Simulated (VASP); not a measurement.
# Sn (Fd-3m) in VASP: a series of runs

Sn is run at these levels: LDA; tasks: relaxation of cell and atoms.

Everything below comes from runs of VASP 6.6.1. Logs are shortened: lines on timing, memory, paths and dates and some standing lists are left out, and cuts for length are marked.

### Step 1. The cell of the first run

Symmetry: Fd-3m, No. 227, cubic system. The conventional cell has a = 6.570 Å, b = 6.570 Å, c = 6.570 Å, α = 90.00°, β = 90.00°, γ = 90.00°. Within 3.7 Å of Sn (site symmetry -43m) lie 4 Sn at 2.84 Å.

This isn't the form of Sn at room conditions, which is tetragonal (white tin).

### Step 2. Relaxation of cell and atoms, LDA

INCAR

```
SYSTEM = Sn
PREC = Accurate
ENCUT = 600
EDIFF = 1E-7
ISMEAR = 0
SIGMA = 0.1
LREAL = .FALSE.
LASPH = .TRUE.
NELM = 100
ALGO = Fast
ISIF = 3
LWAVE = .FALSE.
LCHARG = .FALSE.
GGA = CA
IBRION = 2
NSW = 100
EDIFFG = -0.002
```

KPOINTS

```
Automatic mesh
0
G
  12 12 12
  0 0 0
```

POSCAR

```
Sn
1.0
    0.0000000000      3.2849870000      3.2849870000
    3.2849870000      0.0000000000      3.2849870000
    3.2849870000      3.2849870000      0.0000000000
Sn
2
Direct
    0.5000000000      0.5000000000      0.5000000000
    0.7500000000      0.7500000000      0.7500000000
```

Potentials or basis: VASP PAW LDA potentials, release 64 (Sn_d).

Command:

```console
cat potpaw_LDA.64/Sn_d/POTCAR > POTCAR
mpirun -np 1 vasp_std > vasp.out
```

OUTCAR:

```text
SYSTEM = Sn
   PREC = Accurate
   ENCUT = 600
   EDIFF = 1E-7
   ISMEAR = 0
   LREAL = .FALSE.
   LASPH = .TRUE.
   NELM = 100
   ISIF = 3
   GGA = CA
   IBRION = 2
   NSW = 100
   EDIFFG = -0.002

 ion  position               nearest neighbor table
   1  0.500  0.500  0.500-   2 2.84   2 2.84   2 2.84   2 2.84
   2  0.750  0.750  0.750-   1 2.84   1 2.84   1 2.84   1 2.84

  LATTYP: Found a face centered cubic cell.
 ALAT       =     6.5699740000

  Lattice vectors:

 A1 = (   0.0000000000,   3.2849870000,   3.2849870000)
 A2 = (   3.2849870000,   0.0000000000,   3.2849870000)
 A3 = (   3.2849870000,   3.2849870000,   0.0000000000)

Analysis of symmetry for initial positions (statically):
=====================================================================
 Subroutine PRICEL returns:
 Original cell was already a primitive cell.

 Routine SETGRP: Setting up the symmetry group for a
 face centered cubic supercell.

 Subroutine GETGRP returns: Found 48 space group operations
 (whereof 24 operations were pure point group operations)
 out of a pool of 48 trial point group operations.

The static configuration has the point symmetry T_d .
 The point group associated with its full space group is O_h .

Analysis of symmetry for dynamics (positions and initial velocities):
=====================================================================
 Subroutine PRICEL returns:
 Original cell was already a primitive cell.

 Routine SETGRP: Setting up the symmetry group for a
 face centered cubic supercell.

 Subroutine GETGRP returns: Found 48 space group operations
 (whereof 24 operations were pure point group operations)
 out of a pool of 48 trial point group operations.

The dynamic configuration has the point symmetry T_d .
 The point group associated with its full space group is O_h .

 Subroutine INISYM returns: Found 48 space group operations
 (whereof 24 operations are pure point group operations),
 and found     1 'primitive' translations

----------------------------------------------------------------------------------------

                                     Primitive cell

  volume of cell :      70.8975

  direct lattice vectors                    reciprocal lattice vectors
     0.000000000  3.284987000  3.284987000    -0.152207604  0.152207604  0.152207604
     3.284987000  0.000000000  3.284987000     0.152207604 -0.152207604  0.152207604
     3.284987000  3.284987000  0.000000000     0.152207604  0.152207604 -0.152207604

  length of vectors
     4.645673168  4.645673168  4.645673168     0.263631303  0.263631303  0.263631303

  position of ions in fractional coordinates (direct lattice)
     0.500000000  0.500000000  0.500000000
     0.750000000  0.750000000  0.750000000

  ion indices of the primitive-cell ions
   primitive index   ion index
                 1           1
                 2           2

----------------------------------------------------------------------------------------

 KPOINTS: Automatic mesh

Automatic generation of k-mesh.
 Grid dimensions read from file:
 generate k-points for:   12   12   12

 Generating k-lattice:

  Cartesian coordinates                     Fractional coordinates (reciprocal lattice)
    -0.012683967  0.012683967  0.012683967     0.083333333  0.000000000  0.000000000
     0.012683967 -0.012683967  0.012683967     0.000000000  0.083333333  0.000000000
     0.012683967  0.012683967 -0.012683967     0.000000000  0.000000000  0.083333333

  Length of vectors
     0.021969275  0.021969275  0.021969275

  Shift w.r.t. Gamma in fractional coordinates (k-lattice)
     0.000000000  0.000000000  0.000000000

 Subroutine IBZKPT returns following result:
 ===========================================

 Found     72 irreducible k-points:

 Following reciprocal coordinates:
            Coordinates               Weight
  0.000000  0.000000  0.000000      1.000000
  0.083333  0.000000  0.000000      8.000000
  0.166667  0.000000  0.000000      8.000000
  0.250000  0.000000  0.000000      8.000000
  0.333333  0.000000  0.000000      8.000000
  0.416667  0.000000  0.000000      8.000000
[... 16 lines left out ...]
  0.500000  0.166667  0.000000     24.000000
 -0.416667  0.166667  0.000000     24.000000
 [... further k-points ...]
   k-points           NKPTS =     72   k-points in BZ     NKDIM =     72   number of bands    NBANDS=     18
   number of dos      NEDOS =    301   number of ions     NIONS =      2
   total plane-waves  NPLWV =  64000
   dimension x,y,z NGX =    40 NGY =   40 NGZ =   40
   dimension x,y,z NGXF=    80 NGYF=   80 NGZF=   80
   ions per type =               2
   NGX,Y,Z   is equivalent  to a cutoff of  14.31, 14.31, 14.31 a.u.
   NGXF,Y,Z  is equivalent  to a cutoff of  28.63, 28.63, 28.63 a.u.
 SYSTEM =  Sn
   PREC   = accura    normal or accurate (medium, high low for compatibility)
   ISTART =      0    job   : 0-new  1-cont  2-samecut
   ICHARG =      2    charge: 1-file 2-atom 10-const
   ISPIN  =      1    spin polarized calculation?
   LNONCOLLINEAR =      F non collinear calculations
   LSORBIT =      F    spin-orbit coupling
   LASPH  =      T    aspherical Exc in radial PAW
   ENCUT  =  600.0 eV  44.10 Ry    6.64 a.u.   9.28  9.28  9.28*2*pi/ulx,y,z
   NELM   =    100;   NELMIN=  2; NELMDL= -5     # of ELM steps
   EDIFF  = 0.1E-06   stopping-criterion for ELM
   LREAL  =      F    real-space projection
   EDIFFG = -.2E-02   stopping-criterion for IOM
   NSW    =    100    number of steps for IOM
   IBRION =      2    ionic relax: 0-MD 1-quasi-New 2-CG
   NFREE  =      1    steps in history (QN), initial steepest desc. (CG)
   ISIF   =      3    stress and relaxation
   ISYM   =      2    0-nonsym 1-usesym 2-fastsym
   POTIM  = 0.5000    time-step for ionic-motion
   TEBEG  =    0.0;   TEEND  =   0.0 temperature during run
   PSTRESS=    0.0 pullay stress
   NELECT =      28.0000    total number of electrons
   NUPDOWN=      -1.0000    fix difference up-down
   EMIN   =  10.00;   EMAX   =-10.00  energy-range for DOS
   EFERMI =   0.00;   METHOD = LEGACY
   ISMEAR =     0;   SIGMA  =   0.10  broadening in eV -4-tet -1-fermi 0-gaus
   EFERMI_NEDOS =   21; number of points for ismear=-14 and -15
   IALGO  =     68    algorithm
   IMIX   =      4    mixing-type and parameters
     AMIX     =   0.40;   BMIX     =  1.00
     AMIX_MAG =   1.60;   BMIX_MAG =  1.00
  volume/ion in A,a.u.               =      35.45       239.22
  Fermi-wavevector in a.u.,A,eV,Ry     =   1.201113  2.269774 19.628749  1.442672
  Thomas-Fermi vector in A             =   2.336931
   LORBIT       =      0    0 simple, 1 ext, 2 COOP (PROOUT), +10 PAW based schemes
   GGA     = CA    functional components
   LHFCALC =     F    Hartree Fock is set to
   AEXX    =    0.0000 exact exchange contribution
   IVDW    =     0    specifies the selected vdW correction
   LEPSILON=     F    determine dielectric tensor
   LRPA    =     F    only Hartree local field effects (RPA)
 conjugate gradient relaxation of ions
 non-spin polarized calculation
 RMM-DIIS sequential band-by-band and
 Gauss-broadening in eV      SIGMA  =   0.10
  energy-cutoff  :      600.00
  volume of cell :       70.90
 maximum number of plane-waves:      2421
 NGX is ok and might be reduce to    40
   NGX = 19   NGY = 19   NGZ = 19

--------------------------------------- Ionic step        1  -------------------------------------------

 number of electron      27.9999999 magnetization

 Free energy of the ion-electron system (eV)
  ---------------------------------------------------
  ext. energy  EPLUGINS =         0.00000000
  ---------------------------------------------------
  free energy    TOTEN  =        -8.92596081 eV

  energy without entropy =       -8.92467943  energy(sigma->0) =       -8.92532012

------------------------ aborting loop because EDIFF is reached ----------------------------------------

  FORCE on cell =-STRESS in cart. coord.  units (eV):
  Direction    XX          YY          ZZ          XY          YZ          ZX
  --------------------------------------------------------------------------------------
  -------------------------------------------------------------------------------------
  Total       -0.7705814     -0.7705814     -0.7705814      0.0000000      0.0000000     -0.0000000
  in kB      -17.4139851    -17.4139851    -17.4139851      0.0000000      0.0000000     -0.0000000
  external PRESSURE =     -17.4139851 kB  Pullay stress =       0.0000000 kB
[... 57 lines left out ...]
  energy  without entropy=       -8.9401957671  energy(sigma->0) =       -8.94076456

--------------------------------------- Ionic step        3  -------------------------------------------

 number of electron      28.0000005 magnetization

 Free energy of the ion-electron system (eV)
  ---------------------------------------------------
  ext. energy  EPLUGINS =         0.00000000
  ---------------------------------------------------
  free energy    TOTEN  =        -8.94300613 eV

  energy without entropy =       -8.94180669  energy(sigma->0) =       -8.94240641

 E-fermi :   5.4175     XC(G=0):  -9.2217

 val. band max:        5.3889211053   @ k =   0.4167   0.0000   0.0000
 cond. band min:       5.5185670279   @ k =   0.3333   0.0000   0.0000
 fundamental gap:      0.1296459225
 Fermi energy:         5.4174714388

 k-point     1 :       0.0000    0.0000    0.0000
  band No.  band energies     occupation
      1     -16.1931      2.00000
      2     -16.1931      2.00000
      3     -16.1931      2.00000
      4     -16.1306      2.00000
      5     -16.1306      2.00000
      6     -15.8132      2.00000
[... 10 lines left out ...]
     17       7.5814      0.00000
     18       7.5814      0.00000
[... 466 lines left out ...]
      2     -16.2386      2.00000
      3     -16.1314      2.00000
      4     -16.0509      2.00000
      5     -16.0407      2.00000
      6     -15.9058      2.00000
[... 10 lines left out ...]
     17       9.4026      0.00000
     18      11.4381      0.00000

 [... further k-points ...]
[... 5 lines left out ...]
  --------------------------------------------------------------------------------------
  -------------------------------------------------------------------------------------
  Total        0.0024465      0.0024465      0.0024465     -0.0000000     -0.0000000     -0.0000000
  in kB        0.0577310      0.0577310      0.0577310     -0.0000000     -0.0000000     -0.0000000
  external PRESSURE =       0.0577310 kB  Pullay stress =       0.0000000 kB
[... 17 lines left out ...]
  FREE ENERGIE OF THE ION-ELECTRON SYSTEM (eV)
  ---------------------------------------------------
  free  energy   TOTEN  =        -8.9430061310 eV

  energy  without entropy=       -8.9418066920  energy(sigma->0) =       -8.94240641

 reached required accuracy - stopping structural energy minimisation
```

It took 12 min on 1 thread of Intel Xeon 8259CL, shared host; peak memory 0.25 GiB.

What came out:

* Free energy: -8.9430 eV
* Relaxed volume: 33.95 Å³/atom
* Relaxed cell: a = 4.579 Å, b = 4.579 Å, c = 4.579 Å, α = 60.00°, β = 60.00°, γ = 60.00°
* Space group after relaxing (to 0.1 Å): Fd-3m (No. 227)
* Energy gained by relaxing: 8.5 meV/atom
* Ionic steps: 3
* Pressure after relaxing: 0.0 GPa
* Band gap on the k mesh: zero (bands 14 and 15 overlap by 0.17 eV)

Step by step:
| step | energy change (eV) | largest force (eV/Å) | pressure (GPa) | volume (Å³) |
| --- | --- | --- | --- | --- |
| 1 | 0.0000 | 0.0000 | -1.74 | 70.90 |
| 2 | -0.0154 | 0.0000 | 0.61 | 67.02 |
| 3 | -0.0170 | 0.0000 | 0.01 | 67.90 |

Final structure:
```
Sn
1.0
     0.00000    3.23796    3.23796
     3.23796    0.00000    3.23796
     3.23796    3.23796    0.00000
Sn
2
Direct
  0.50000 0.50000 0.50000
  0.75000 0.75000 0.75000
```

Caveat: spin-orbit coupling is left out, which moves the levels of the heavy elements.

(Continued in part 2 of 2.)
